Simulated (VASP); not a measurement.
# SnO (P4/nmm) in VASP: single point with r2SCAN

Aim: the single point of SnO with r2SCAN.

Everything below comes from runs of VASP 6.6.1. Logs are shortened: lines on timing, memory, paths and dates and some standing lists are left out, and cuts for length are marked.

### 1 The cell of the first run

Symmetry: P4/nmm, No. 129, tetragonal system. The conventional cell has a = 3.808 Å, b = 3.808 Å, c = 4.938 Å, α = 90.00°, β = 90.00°, γ = 90.00°. Sn (site symmetry 4mm) has 4 O at 2.22 Å within 2.9 Å. O (site symmetry -4m2) has 4 Sn at 2.22 Å and 4 O at 2.69 Å within 2.9 Å.

### 2 Single point, r2SCAN

Contents of POSCAR:

```
SnO
1.0
    3.8077558228      0.0000000000      0.0000000000
    0.0000000000      3.8077558228      0.0000000000
    0.0000000000      0.0000000000      4.9383380079
Sn O
2 2
Direct
    0.5000000000      0.0000000000      0.2323056539
    0.0000000000      0.5000000000      0.7676943461
    0.0000000000      0.0000000000      0.0000000000
    0.5000000000      0.5000000000      0.0000000000
```

Contents of INCAR.step1:

```
SYSTEM = SnO
ALGO = Normal
EDIFF = 1E-4
ENCUT = 520
GGA = PE
ISMEAR = 0
LASPH = .TRUE.
LCHARG = .FALSE.
LREAL = .FALSE.
LWAVE = .TRUE.
NBANDS = 28
NELM = 60
PREC = Accurate
SIGMA = 0.02
```

Contents of INCAR.step2:

```
SYSTEM = SnO
ALGO = Normal
EDIFF = 1E-7
ENCUT = 520
ISIF = 2
ISMEAR = 0
ISTART = 1
LASPH = .TRUE.
LCHARG = .FALSE.
LMIXTAU = .TRUE.
LREAL = .FALSE.
LWAVE = .FALSE.
METAGGA = R2SCAN
NBANDS = 28
NELM = 60
PREC = Accurate
SIGMA = 0.02
```

Contents of KPOINTS:

```
k-points
0
G
  10 10 8
  0 0 0
```

Potentials or basis: VASP PAW PBE potentials, release 64 (Sn_d, O).

Command:

```bash
> cat potpaw_PBE.64/Sn_d/POTCAR potpaw_PBE.64/O/POTCAR > POTCAR
> cp INCAR.step1 INCAR
> mpirun -np 1 vasp_std > vasp.out
> cp INCAR.step2 INCAR
> mpirun -np 1 vasp_std > vasp.out
```

OUTCAR:

```text
SYSTEM = SnO
   EDIFF = 1E-7
   ENCUT = 520
   ISIF = 2
   ISMEAR = 0
   ISTART = 1
   LASPH = .TRUE.
   LREAL = .FALSE.
   METAGGA = R2SCAN
   NELM = 60
   PREC = Accurate

 ion  position               nearest neighbor table
   1  0.500  0.000  0.232-   3 2.22   4 2.22   4 2.22   3 2.22   2 3.54   2 3.54   2 3.54   2 3.54

   2  0.000  0.500  0.768-   3 2.22   4 2.22   3 2.22   4 2.22   1 3.54   1 3.54   1 3.54   1 3.54

   3  0.000  0.000  0.000-   1 2.22   2 2.22   2 2.22   1 2.22
   4  0.500  0.500  0.000-   1 2.22   2 2.22   1 2.22   2 2.22

  LATTYP: Found a simple tetragonal cell.
 ALAT       =     3.8077558228
 C/A-ratio  =     1.2969156211

  Lattice vectors:

 A1 = (   3.8077558228,   0.0000000000,   0.0000000000)
 A2 = (   0.0000000000,   3.8077558228,   0.0000000000)
 A3 = (   0.0000000000,   0.0000000000,   4.9383380079)

Analysis of symmetry for initial positions (statically):
=====================================================================
 Subroutine PRICEL returns:
 Original cell was already a primitive cell.

 Routine SETGRP: Setting up the symmetry group for a
 simple tetragonal supercell.

 Subroutine GETGRP returns: Found 16 space group operations
 (whereof  8 operations were pure point group operations)
 out of a pool of 16 trial point group operations.

The static configuration has the point symmetry D_2d.
 The point group associated with its full space group is D_4h.

Analysis of symmetry for dynamics (positions and initial velocities):
=====================================================================
 Subroutine PRICEL returns:
 Original cell was already a primitive cell.

 Routine SETGRP: Setting up the symmetry group for a
 simple tetragonal supercell.

 Subroutine GETGRP returns: Found 16 space group operations
 (whereof  8 operations were pure point group operations)
 out of a pool of 16 trial point group operations.

The dynamic configuration has the point symmetry D_2d.
 The point group associated with its full space group is D_4h.

 Subroutine INISYM returns: Found 16 space group operations
 (whereof  8 operations are pure point group operations),
 and found     1 'primitive' translations

----------------------------------------------------------------------------------------

                                     Primitive cell

  volume of cell :      71.6010

  direct lattice vectors                    reciprocal lattice vectors
     3.807755823  0.000000000  0.000000000     0.262621882  0.000000000  0.000000000
     0.000000000  3.807755823  0.000000000     0.000000000  0.262621882  0.000000000
     0.000000000  0.000000000  4.938338008     0.000000000  0.000000000  0.202497277

  length of vectors
     3.807755823  3.807755823  4.938338008     0.262621882  0.262621882  0.202497277

  position of ions in fractional coordinates (direct lattice)
     0.500000000  0.000000000  0.232305654
     0.000000000  0.500000000  0.767694346
     0.000000000  0.000000000  0.000000000
     0.500000000  0.500000000  0.000000000

  ion indices of the primitive-cell ions
   primitive index   ion index
                 1           1
                 2           2
                 3           3
                 4           4

----------------------------------------------------------------------------------------

 KPOINTS: k-points

Automatic generation of k-mesh.
 Grid dimensions read from file:
 generate k-points for:   10   10    8

 Generating k-lattice:

  Cartesian coordinates                     Fractional coordinates (reciprocal lattice)
     0.026262188  0.000000000  0.000000000     0.100000000  0.000000000  0.000000000
     0.000000000  0.026262188  0.000000000     0.000000000  0.100000000  0.000000000
     0.000000000  0.000000000  0.025312160     0.000000000  0.000000000  0.125000000

  Length of vectors
     0.026262188  0.026262188  0.025312160

  Shift w.r.t. Gamma in fractional coordinates (k-lattice)
     0.000000000  0.000000000  0.000000000

 Subroutine IBZKPT returns following result:
 ===========================================

 Found    105 irreducible k-points:

 Following reciprocal coordinates:
            Coordinates               Weight
  0.000000  0.000000  0.000000      1.000000
  0.100000  0.000000  0.000000      4.000000
  0.200000  0.000000  0.000000      4.000000
  0.300000  0.000000  0.000000      4.000000
  0.400000  0.000000  0.000000      4.000000
  0.500000  0.000000  0.000000      2.000000
[... 16 lines left out ...]
  0.100000  0.000000  0.125000      8.000000
  0.200000  0.000000  0.125000      8.000000
 [... further k-points ...]
   k-points           NKPTS =    105   k-points in BZ     NKDIM =    105   number of bands    NBANDS=     28
   number of dos      NEDOS =    301   number of ions     NIONS =      4
   total plane-waves  NPLWV =  31360
   dimension x,y,z NGX =    28 NGY =   28 NGZ =   40
   dimension x,y,z NGXF=    56 NGYF=   56 NGZF=   80
   ions per type =               2   2
   NGX,Y,Z   is equivalent  to a cutoff of  12.22, 12.22, 13.47 a.u.
   NGXF,Y,Z  is equivalent  to a cutoff of  24.45, 24.45, 26.93 a.u.
 SYSTEM =  SnO
   PREC   = accura    normal or accurate (medium, high low for compatibility)
   ISTART =      1    job   : 0-new  1-cont  2-samecut
   ICHARG =      0    charge: 1-file 2-atom 10-const
   ISPIN  =      1    spin polarized calculation?
   LNONCOLLINEAR =      F non collinear calculations
   LSORBIT =      F    spin-orbit coupling
   LASPH  =      T    aspherical Exc in radial PAW
   ENCUT  =  520.0 eV  38.22 Ry    6.18 a.u.   7.08  7.08  9.18*2*pi/ulx,y,z
   NELM   =     60;   NELMIN=  2; NELMDL=  0     # of ELM steps
   EDIFF  = 0.1E-06   stopping-criterion for ELM
   LREAL  =      F    real-space projection
   EDIFFG = 0.1E-05   stopping-criterion for IOM
   NSW    =      0    number of steps for IOM
   IBRION =     -1    ionic relax: 0-MD 1-quasi-New 2-CG
   NFREE  =      0    steps in history (QN), initial steepest desc. (CG)
   ISIF   =      2    stress and relaxation
   ISYM   =      2    0-nonsym 1-usesym 2-fastsym
   POTIM  = 0.5000    time-step for ionic-motion
   TEBEG  =    0.0;   TEEND  =   0.0 temperature during run
   PSTRESS=    0.0 pullay stress
   NELECT =      40.0000    total number of electrons
   NUPDOWN=      -1.0000    fix difference up-down
   EMIN   =  10.00;   EMAX   =-10.00  energy-range for DOS
   EFERMI =   0.00;   METHOD = LEGACY
   ISMEAR =     0;   SIGMA  =   0.02  broadening in eV -4-tet -1-fermi 0-gaus
   EFERMI_NEDOS =   21; number of points for ismear=-14 and -15
   IALGO  =     38    algorithm
   IMIX   =      4    mixing-type and parameters
     AMIX     =   0.40;   BMIX     =  1.00
     AMIX_MAG =   1.60;   BMIX_MAG =  1.00
  volume/ion in A,a.u.               =      17.90       120.80
  Fermi-wavevector in a.u.,A,eV,Ry     =   1.348306  2.547929 24.734430  1.817929
  Thomas-Fermi vector in A             =   2.475986
   LORBIT       =      0    0 simple, 1 ext, 2 COOP (PROOUT), +10 PAW based schemes
   METAGGA = R2SCAN    functional components
   LHFCALC =     F    Hartree Fock is set to
   AEXX    =    0.0000 exact exchange contribution
   IVDW    =     0    specifies the selected vdW correction
   LEPSILON=     F    determine dielectric tensor
   LRPA    =     F    only Hartree local field effects (RPA)
 non-spin polarized calculation
 Gauss-broadening in eV      SIGMA  =   0.02
  energy-cutoff  :      520.00
  volume of cell :       71.60
 maximum number of plane-waves:      1952
   NGX = 15   NGY = 15   NGZ = 19

 number of electron      39.9999994 magnetization

 Free energy of the ion-electron system (eV)
  ---------------------------------------------------
  ext. energy  EPLUGINS =         0.00000000
  ---------------------------------------------------
  free energy    TOTEN  =       -66.90372914 eV

  energy without entropy =      -66.90372914  energy(sigma->0) =      -66.90372914

 E-fermi :   7.0031     XC(G=0): -10.7933

 val. band max:        6.8987679316   @ k =   0.0000   0.0000   0.0000
 cond. band min:       7.2715062698   @ k =   0.5000   0.5000   0.0000
 fundamental gap:      0.3727383381
 Fermi energy:         7.0030723813

 k-point     1 :       0.0000    0.0000    0.0000
  band No.  band energies     occupation
      1     -16.0307      2.00000
      2     -15.4684      2.00000
      3     -15.4517      2.00000
      4     -15.4517      2.00000
      5     -15.4055      2.00000
      6     -15.3822      2.00000
[... 20 lines left out ...]
     27      14.0489      0.00000
     28      14.7225      0.00000

 k-point     2 :       0.1000    0.0000    0.0000
  band No.  band energies     occupation
      1     -16.0251      2.00000
      2     -15.4721      2.00000
      3     -15.4501      2.00000
      4     -15.4496      2.00000
      5     -15.4338      2.00000
      6     -15.4067      2.00000
[... 20 lines left out ...]
     27      14.2672      0.00000
     28      15.5114      0.00000

 k-point     3 :       0.2000    0.0000    0.0000
  band No.  band energies     occupation
      1     -16.0090      2.00000
      2     -15.5829      2.00000
      3     -15.4449      2.00000
      4     -15.4436      2.00000
      5     -15.4407      2.00000
      6     -15.4100      2.00000
[... 20 lines left out ...]
     27      14.4942      0.00000
     28      17.1324      0.00000

 k-point     4 :       0.3000    0.0000    0.0000
  band No.  band energies     occupation
      1     -15.9832      2.00000
      2     -15.7095      2.00000
      3     -15.4364      2.00000
      4     -15.4356      2.00000
      5     -15.4266      2.00000
      6     -15.4141      2.00000
[... 578 lines left out ...]
     27      13.9673      0.00000
     28      14.8429      0.00000

 k-point    23 :       0.1000    0.0000    0.1250
  band No.  band energies     occupation
      1     -16.0234      2.00000
      2     -15.4756      2.00000
      3     -15.4489      2.00000
      4     -15.4471      2.00000
      5     -15.4338      2.00000
      6     -15.4050      2.00000
[... 20 lines left out ...]
     27      14.2397      0.00000
     28      15.5764      0.00000

 k-point    24 :       0.2000    0.0000    0.1250
  band No.  band energies     occupation
      1     -16.0079      2.00000
      2     -15.5872      2.00000
      3     -15.4436      2.00000
      4     -15.4424      2.00000
      5     -15.4406      2.00000
      6     -15.4080      2.00000
[... 20 lines left out ...]
     27      14.5875      0.00000
     28      17.1121      0.00000

 [... further k-points ...]

------------------------ aborting loop because EDIFF is reached ----------------------------------------

  FORCE on cell =-STRESS in cart. coord.  units (eV):
  Direction    XX          YY          ZZ          XY          YZ          ZX
  --------------------------------------------------------------------------------------
  -------------------------------------------------------------------------------------
  Total        0.2659757      0.2659757      0.2327177      0.0000000      0.0000000      0.0000000
  in kB        5.9515977      5.9515977      5.2074006      0.0000000      0.0000000      0.0000000
  external PRESSURE =       5.7035320 kB  Pullay stress =       0.0000000 kB

 VOLUME and BASIS-vectors are now :
 -----------------------------------------------------------------------------
  energy-cutoff  :      520.00
  volume of cell :       71.60
      direct lattice vectors                 reciprocal lattice vectors
     3.807755823  0.000000000  0.000000000     0.262621882  0.000000000  0.000000000
     0.000000000  3.807755823  0.000000000     0.000000000  0.262621882  0.000000000
     0.000000000  0.000000000  4.938338008     0.000000000  0.000000000  0.202497277

 POSITION                                       TOTAL-FORCE (eV/Angst)
 -----------------------------------------------------------------------------------
      1.90388      0.00000      1.14720         0.000000      0.000000      0.144107
      0.00000      1.90388      3.79113        -0.000000      0.000000     -0.144107
      0.00000      0.00000      0.00000        -0.000000     -0.000000      0.000000
      1.90388      1.90388      0.00000        -0.000000      0.000000      0.000000
 -----------------------------------------------------------------------------------
    total drift:                                0.000000      0.000000      0.000000

  FREE ENERGIE OF THE ION-ELECTRON SYSTEM (eV)
  ---------------------------------------------------
  free  energy   TOTEN  =       -66.9037291423 eV

  energy  without entropy=      -66.9037291423  energy(sigma->0) =      -66.90372914
```

It took 16 min on 1 thread of Intel Xeon 8259CL, shared host; peak memory 0.3 GiB.

Results:

| Quantity | Value |
| --- | --- |
| Free energy | -66.9037 eV |
| Pressure | 0.6 GPa |
| Largest force | 0.144 eV/Å |
| Band gap on the k mesh | 0.37 eV (least direct gap 2.32 eV) |

Forces in eV/Å, atoms in the order of the input:
```
Sn   0.000  0.000  0.144
Sn   0.000  0.000 -0.144
O    0.000  0.000  0.000
O    0.000  0.000  0.000
```

Levels at points of the mesh, in eV from the valence-band top:
```csv
k point,band 16,band 17,band 18,band 19,band 20,band 21,band 22,band 23,band 24,band 25
"(0.00, 0.00, 0.00)",-6.69,-3.86,-3.57,-3.57,0.00,2.34,4.37,5.03,5.03,5.96
"(0.50, 0.00, 0.00)",-5.40,-5.25,-5.25,-2.86,-2.86,3.37,3.37,6.21,6.21,6.27
"(0.50, 0.50, 0.00)",-5.55,-2.89,-2.89,-2.07,-2.07,0.37,0.37,4.75,4.75,7.46
"(0.00, 0.00, 0.50)",-3.92,-3.58,-3.58,-3.23,-2.50,1.98,3.30,3.30,3.89,8.19
"(0.50, 0.00, 0.50)",-5.80,-5.22,-5.22,-1.96,-1.96,2.70,2.70,5.81,5.81,6.96
"(0.50, 0.50, 0.50)",-5.91,-2.89,-2.89,-2.77,-2.77,2.57,2.57,4.21,4.21,5.93
```

Caveat: semilocal functionals underestimate gaps, and a narrow one can read as zero; the PAW data sets were made with another functional, which shifts forces and pressure a little; spin-orbit coupling is left out, which moves the levels of the heavy elements. A k mesh can miss the band edges.
